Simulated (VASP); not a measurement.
# SiB6 (P6mm) in VASP: notebook, part 2 of 2

VASP 6.6.1.

## 4. Relaxation of cell and atoms, PBE

This run uses another cell than the first one, of 9.96 Å³/atom.

INCAR reads:

```
SYSTEM = SiB6
PREC = Accurate
ENCUT = 600
EDIFF = 1E-6
ISMEAR = 0
SIGMA = 0.1
LREAL = .False.
LASPH = .True.
NELM = 60
ALGO = Normal
ISIF = 3
LWAVE = .False.
LCHARG = .False.
GGA = PE
IBRION = 2
NSW = 90
EDIFFG = -0.04
```

KPOINTS reads:

```
Automatic mesh
0
Gamma
  6 6 4
  0 0 0
```

POSCAR reads:

```
SiB6
1.0
    3.4286230100      0.0000000000      0.0000000000
   -1.7143115000      2.9692746200      0.0000000000
    0.0000000000      0.0000000000      6.8467835000
Si B
1 6
Direct
    0.0000000000      0.0000000000      0.3490669600
    0.5000000000      0.0000000000      0.3320072600
    0.0000000000      0.5000000000      0.3320072600
    0.5000000000      0.5000000000      0.3320072600
    0.3333333300      0.6666666700      0.6495560700
    0.6666666700      0.3333333300      0.6495560700
    0.0000000000      0.0000000000      0.9406633900
```

The run is started by

```sh
> cat potpaw_PBE.64/Si/POTCAR potpaw_PBE.64/B/POTCAR > POTCAR
> mpirun -np 1 vasp_std > vasp.out
```

Run time: 6.2 min. Hardware: 1 thread of Intel Xeon 6975P-C (Granite Rapids), shared host; peak memory 0.21 GiB.

Results (log left out):

* Free energy: -40.2751 eV
* Relaxed volume: 9.44 Å³/atom
* Relaxed cell: a = 3.237 Å, b = 3.237 Å, c = 7.283 Å, α = 90.00°, β = 90.00°, γ = 120.00°
* Space group after relaxing (to 0.1 Å): P6mm (No. 183)
* Energy gained by relaxing: 1539.0 meV/atom
* Ionic steps: 55
* Pressure after relaxing: 0.1 GPa
* Largest force after relaxing: 0.031 eV/Å
* Band gap on the k mesh: zero (bands 11 and 12 overlap by 1.68 eV)

Forces in eV/Å, atoms in the order of the input:
```
Si   0.000  0.000  0.016
B    0.000  0.000 -0.015
B    0.000  0.000 -0.015
B    0.000  0.000 -0.015
B    0.000  0.000 -0.001
B    0.000  0.000 -0.001
B    0.000  0.000  0.031
```

The path:
```csv
step,energy change (eV),largest force (eV/Å),pressure (GPa),volume (Å³)
1,0.0000,0.9163,34.83,69.70
3,-2.0731,0.3468,-3.67,83.40
5,-2.3335,0.8688,-4.50,81.12
7,-4.0407,6.9713,22.77,55.82
9,-4.6575,3.2138,3.79,61.78
11,-4.9863,3.8816,9.82,58.64
13,-5.8383,2.6007,-1.96,60.83
15,-6.1835,3.0689,-4.32,60.98
17,-6.8273,1.6418,-5.38,56.90
19,-7.4433,0.9378,3.58,54.61
21,-7.7344,1.9955,2.63,54.62
23,-9.2512,4.2586,28.25,54.05
25,-9.1505,4.3726,32.41,53.84
27,-9.3133,4.0307,31.88,54.65
29,-9.4951,3.2572,29.56,56.20
31,-10.2465,2.0614,10.48,60.07
33,-10.4737,1.5712,-3.86,64.28
35,-10.6163,0.7051,-2.41,63.91
37,-10.6747,0.3840,0.15,63.44
39,-10.7175,0.2075,-0.31,63.40
41,-10.7225,0.3859,-0.43,63.38
43,-10.7352,0.2834,0.94,63.02
45,-10.7475,0.0405,-0.65,64.01
47,-10.7617,0.1430,0.99,64.32
49,-10.7681,0.1373,0.84,65.10
51,-10.7704,0.0879,-0.04,65.93
53,-10.7728,0.0567,-0.44,66.22
55,-10.7732,0.0313,0.06,66.08
```

Final structure:
```
CELL_PARAMETERS angstrom
3.23672 0.00000 0.00000
-1.61836 2.80308 0.00000
0.00000 0.00000 7.28347
ATOMIC_POSITIONS crystal
Si 0.00000 0.00000 0.14369
B 0.50000 0.00000 0.34114
B 0.00000 0.50000 0.34114
B 0.50000 0.50000 0.34114
B 0.33333 0.66667 0.77585
B 0.66667 0.33333 0.77585
B 0.00000 0.00000 0.86604
```

Levels at points of the mesh, in eV from the Fermi level:
```
           k point  band 9  band 10  band 11  band 12  band 13  band 14
(0.00, 0.00, 0.00)   -1.93    -1.93    -1.50    -1.50     2.27     2.27
(0.50, 0.00, 0.00)   -5.13    -2.34    -1.70     0.22     1.30     1.46
(0.00, 0.00, 0.50)   -1.93    -1.51    -1.51    -1.26     2.25     2.25
(0.50, 0.00, 0.50)   -5.17    -3.07    -2.82     0.22     2.26     2.27
```

Caveat: this functional lacks dispersion, which binds the layers, so the pressure and a relaxed spacing across them are unreliable.

## 5. Single point, PBE

This run uses another cell than the first one, of 9.84 Å³/atom.

INCAR reads:

```
SYSTEM = SiB6
ALGO = Normal
EDIFF = 1E-6
ENCUT = 520
GGA = PE
ISIF = 2
ISMEAR = 0
LASPH = .True.
LCHARG = .False.
LREAL = .False.
LWAVE = .False.
NBANDS = 20
NELM = 80
PREC = Accurate
SIGMA = 0.1
```

KPOINTS reads:

```
k-points
0
Gamma
  12 12 6
  0 0 0
```

POSCAR reads:

```
SiB6
1.0
    3.2313027634      0.0000000000      0.0000000000
   -1.6156513817      2.7983902804      0.0000000000
    0.0000000000      0.0000000000      7.6162541917
Si B
1 6
Direct
    0.0000000000      0.0000000000      0.1443391822
    0.5000000000      0.0000000000      0.3291261374
    0.0000000000      0.5000000000      0.3291261374
    0.5000000000      0.5000000000      0.3291261374
    0.3333333333      0.6666666667      0.7868152548
    0.6666666667      0.3333333333      0.7868152548
    0.0000000000      0.0000000000      0.8795161660
```

The run is started by

```sh
> cat potpaw_PBE.64/Si/POTCAR potpaw_PBE.64/B/POTCAR > POTCAR
> mpirun -np 1 vasp_std > vasp.out
```

Wall time 31 s (1 thread of Intel Xeon 6975P-C (Granite Rapids), shared host); peak memory 0.22 GiB.

The run converged. Its results:

```
Free energy            : -40.2970 eV
Pressure               : 0.0 GPa
Largest force          : 0.025 eV/Å
Band gap on the k mesh : zero (bands 11 and 12 overlap by 2.00 eV)
```

Forces on the atoms (eV/Å):
```
Si   0.000  0.000  0.025
B    0.000  0.000 -0.007
B    0.000  0.000 -0.007
B    0.000  0.000 -0.007
B    0.000  0.000  0.000
B    0.000  0.000  0.000
B    0.000  0.000 -0.003
```

Stress tensor (GPa, compression positive):
```
 0.00  0.00  0.00
 0.00  0.00  0.00
 0.00  0.00 -0.11
```

Levels at points of the mesh, in eV from the Fermi level:
```tsv
k point	band 8	band 9	band 10	band 11	band 12	band 13	band 14	band 15
(0.00, 0.00, 0.00)	-2.94	-1.91	-1.91	-1.41	-1.41	2.30	2.30	3.66
(0.50, 0.00, 0.00)	-5.81	-5.12	-2.37	-1.97	0.25	1.39	1.68	2.18
(0.00, 0.00, 0.50)	-1.91	-1.91	-1.70	-1.42	-1.42	2.30	2.30	2.51
(0.50, 0.00, 0.50)	-5.55	-5.14	-2.81	-2.68	0.25	2.03	2.33	2.77
```

Caveat: this functional lacks dispersion, which binds the layers, so the pressure and a relaxed spacing across them are unreliable.

## 6. Relaxation of cell and atoms, PBE

INCAR reads:

```
PREC     = Accurate       # precision mode
ENCUT    = 600            # plane-wave cutoff, eV
EDIFF    = 1E-6           # SCF threshold, eV
ISMEAR   = 0              # smearing method
SIGMA    = 0.1            # smearing width, eV
LREAL    = False          # projectors in reciprocal space
LASPH    = True           # aspherical terms in the spheres
NELM     = 60             # most SCF steps
ALGO     = Normal         # electronic algorithm
ISIF     = 3              # what is computed and relaxed
LWAVE    = False          # write WAVECAR
LCHARG   = False          # write CHGCAR
GGA      = PE             # functional
IBRION   = 2              # ionic algorithm
NSW      = 100            # ionic steps
EDIFFG   = -0.01          # ionic threshold
```

KPOINTS reads:

```
Automatic mesh
0
Gamma
  12 12 6
```

POSCAR reads:

```
SiB6
1.0
    3.2372914832      0.0000000000      0.0000000000
   -1.6186457416      2.8035766639      0.0000000000
    0.0000000000      0.0000000000      7.2826012307
Si B
1 6
Direct
    0.0000000000      0.0000000000      0.1437075753
    0.5000000000      0.0000000000      0.3409833956
    0.0000000000      0.5000000000      0.3409833956
    0.5000000000      0.5000000000      0.3409833956
    0.3333333333      0.6666666667      0.7759357407
    0.6666666667      0.3333333333      0.7759357407
    0.0000000000      0.0000000000      0.8663350265
```

Potentials or basis: VASP PAW PBE potentials, release 64 (Si, B).

The run is started by

```sh
> cat potpaw_PBE.64/Si/POTCAR potpaw_PBE.64/B/POTCAR > POTCAR
> mpirun -np 1 vasp_std > vasp.out
```

It took 6.2 min on 1 thread of Intel Xeon 6975P-C (Granite Rapids), shared host; peak memory 0.25 GiB.

It converged, with:

```yaml
Free_energy: -40.3020 eV
Relaxed_volume: 9.78 Å³/atom
Relaxed_cell: a = 3.231 Å, b = 3.231 Å, c = 7.572 Å, α = 90.00°, β = 90.00°, γ = 120.00°
Space_group_after_relaxing_to_0.1_Å: P6mm (No. 183)
Energy_gained_by_relaxing: 3.2 meV/atom
Ionic_steps: 27
Pressure_after_relaxing: 0.0 GPa
Largest_force_after_relaxing: 0.010 eV/Å
Band_gap_on_the_k_mesh: zero (bands 11 and 12 overlap by 2.01 eV)
```

Forces in eV/Å, atoms in the order of the input:
```
Si   0.000  0.000 -0.006
B    0.000  0.000 -0.002
B    0.000  0.000 -0.002
B    0.000  0.000 -0.002
B    0.000  0.000  0.002
B    0.000  0.000  0.002
B    0.000  0.000  0.010
```

Step by step:
```tsv
step	energy change (eV)	largest force (eV/Å)	pressure (GPa)	volume (Å³)
1	0.0000	0.4123	-0.40	66.10
2	-0.0084	0.2671	0.67	65.87
3	-0.0084	0.2719	0.75	65.85
4	-0.0129	0.1041	0.15	66.18
5	-0.0134	0.0696	-0.13	66.34
6	-0.0142	0.0530	0.24	66.32
7	-0.0142	0.0540	0.33	66.31
8	-0.0150	0.0532	0.24	66.45
9	-0.0166	0.0510	-0.03	66.85
10	-0.0168	0.1358	-0.50	67.66
11	-0.0172	0.0908	-0.29	67.28
12	-0.0178	0.0870	-0.27	67.35
13	-0.0195	0.0754	-0.24	67.53
14	-0.0217	0.0505	-0.16	67.90
15	-0.0216	0.0604	0.03	68.63
16	-0.0224	0.0474	-0.07	68.25
17	-0.0226	0.0308	0.18	68.29
18	-0.0226	0.0224	0.15	68.29
19	-0.0227	0.0195	0.05	68.40
20	-0.0227	0.0178	-0.01	68.47
21	-0.0227	0.0179	-0.01	68.46
22	-0.0227	0.0190	0.02	68.43
23	-0.0227	0.0185	0.01	68.45
24	-0.0227	0.0187	0.01	68.46
25	-0.0227	0.0185	0.00	68.46
26	-0.0227	0.0142	0.00	68.47
27	-0.0227	0.0095	-0.01	68.47
```

Final structure:
```
Si B
1.0
     3.23126    0.00000    0.00000
    -1.61563    2.79835    0.00000
     0.00000    0.00000    7.57218
Si B
1 6
Direct
  0.00000 0.00000 0.14480
  0.50000 0.00000 0.33051
  0.00000 0.50000 0.33051
  0.50000 0.50000 0.33051
  0.33333 0.66667 0.78512
  0.66667 0.33333 0.78512
  0.00000 0.00000 0.87829
```

Levels at points of the mesh, in eV from the Fermi level:
```tsv
k point	band 7	band 8	band 9	band 10	band 11	band 12	band 13	band 14	band 15
(0.00, 0.00, 0.00)	-4.48	-2.96	-1.92	-1.92	-1.41	-1.41	2.30	2.30	3.68
(0.50, 0.00, 0.00)	-5.96	-5.82	-5.12	-2.35	-1.94	0.25	1.38	1.66	2.17
(0.00, 0.00, 0.50)	-4.48	-1.92	-1.92	-1.66	-1.42	-1.42	2.29	2.29	2.53
(0.50, 0.00, 0.50)	-5.95	-5.54	-5.14	-2.83	-2.70	0.25	2.04	2.34	2.81
```

Caveat: this functional lacks dispersion, which binds the layers, so the pressure and a relaxed spacing across them are unreliable.

## 7. Overview

| task | cell | k mesh | cutoff (eV) | gap on the mesh (eV) | pressure (GPa) | relaxed volume (Å³/atom) | largest force (eV/Å) |
| --- | --- | --- | --- | --- | --- | --- | --- |
| single point | a = 3.237, b = 3.237, c = 7.283 Å, angles 90.0, 90.0, 120.0°, 7 atoms, atomic positions A | 6 × 6 × 4 | 520 | none | 0.0 | - | 0.02 |
| single point | a = 3.429, b = 3.429, c = 6.847 Å, angles 90.0, 90.0, 120.0°, 7 atoms, atomic positions B | 6 × 6 × 4 | 520 | none | 34.8 | - | 0.92 |
| relaxation of cell and atoms | relaxed from a = 3.429, b = 3.429, c = 6.847 Å, angles 90.0, 90.0, 120.0°, 7 atoms, atomic positions B | 6 × 6 × 4 | 600 | none | 0.1 | 9.44 | 0.03 |
| single point | a = 3.231, b = 3.231, c = 7.616 Å, angles 90.0, 90.0, 120.0°, 7 atoms, atomic positions C | 12 × 12 × 6 | 520 | none | 0.0 | - | 0.02 |
| relaxation of cell and atoms | relaxed from a = 3.237, b = 3.237, c = 7.283 Å, angles 90.0, 90.0, 120.0°, 7 atoms, atomic positions A | 12 × 12 × 6 | 600 | none | 0.0 | 9.78 | 0.01 |

Alike in all rows: level PBE; potentials or basis VASP PAW PBE potentials, release 64 (Si, B); no spin polarisation; smearing gaussian 0.1 eV.

Caveats: some runs use coarse meshes; this functional lacks dispersion, which binds the layers, so the pressure and a relaxed spacing across them are unreliable (at least some runs); the cell stands under pressure (at least some runs).

Total energies depend on the potentials used, so only differences within one code and one set of settings carry meaning.
